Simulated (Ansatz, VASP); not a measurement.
# Si2Ge: VASP beside Ansatz

```
Si Ge
1.0
     3.56738    0.00000    0.00000
    -1.78369    3.08944    0.00000
     0.00000    0.00000    9.71392
Si Ge
4 2
Direct
  0.33333 0.66667 0.72775
  0.33333 0.66667 0.41410
  0.66667 0.33333 0.27225
  0.66667 0.33333 0.58590
  0.33333 0.66667 0.10102
  0.66667 0.33333 0.89898
```

Alike in both runs: functional PBE; k mesh 12 × 12 × 4; occupations gaussian, width 0.1 eV; no spin polarisation.

Ansatz relaxed the structure, and its values are those at the end. VASP's run is a single point on that final structure, the one shown.

|  | VASP | Ansatz |
| --- | --- | --- |
| version | VASP 6.6.1 | Ansatz 0.2.0 |
| potentials or method | VASP PAW PBE potentials, release 64 (Si, Ge_d), cutoff 520 eV | scalar-relativistic, plane waves, PAW |
| valence electrons in the cell | 44 | 44 |

|  | VASP | Ansatz | Ansatz less VASP |
| --- | --- | --- | --- |
| gap on the k mesh at the Fermi level (eV) | none | none | - |
| pressure (GPa) | 0.0 | 0.0 | +0.03 |
| rms of the force components (eV/Å) | 0.004 | 0.003 | -0.0014 |

A gap of «none» marks a metal or a gap that the smearing closes. With one functional, cell and mesh, what is left measures potentials, basis and numerics.
